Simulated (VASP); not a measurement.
Here is a VASP 6.6.1 calculation.

Contents of INCAR:

```
SYSTEM = Ti4S
PREC = Accurate
ENCUT = 520
EDIFF = 1E-6
ISMEAR = 0
SIGMA = 0.1
LREAL = .False.
LASPH = .True.
NELM = 80
ALGO = Normal
ISIF = 2
LWAVE = .False.
LCHARG = .False.
LDIPOL = .True.
IDIPOL = 3
DIPOL = 0.5 0.5 0.352
GGA = PE
NBANDS = 35
```

Contents of KPOINTS:

```
regular mesh
0
Gamma
  8 8 1
  0 0 0
```

POSCAR

```
Ti4S
1.0
    3.2553359259      0.0000000000      0.0000000000
    0.0000000000      3.2553359259      0.0000000000
    0.0000000000      0.0000000000     20.1793674375
Ti S
4 1
Direct
    0.5000000000      0.5000000000      0.1982222690
    0.0000000000      0.0000000000      0.2788822782
    0.5000000000      0.5000000000      0.3551865247
    0.0000000000      0.0000000000      0.4301109767
    0.2500000000      0.5000000000      0.4954189084
```

Potentials or basis: VASP PAW PBE potentials, release 64 (Ti_sv, S).

The run is started by

```sh
$ cat potpaw_PBE.64/Ti_sv/POTCAR potpaw_PBE.64/S/POTCAR > POTCAR
$ mpirun -np 1 vasp_std > vasp.out
```

(1) Predict the largest force.

(2) Estimate the band gap on the k mesh.

Answers

(1) 1.739 eV/Å.

(2) zero (bands 27 and 28 overlap by 0.96 eV).
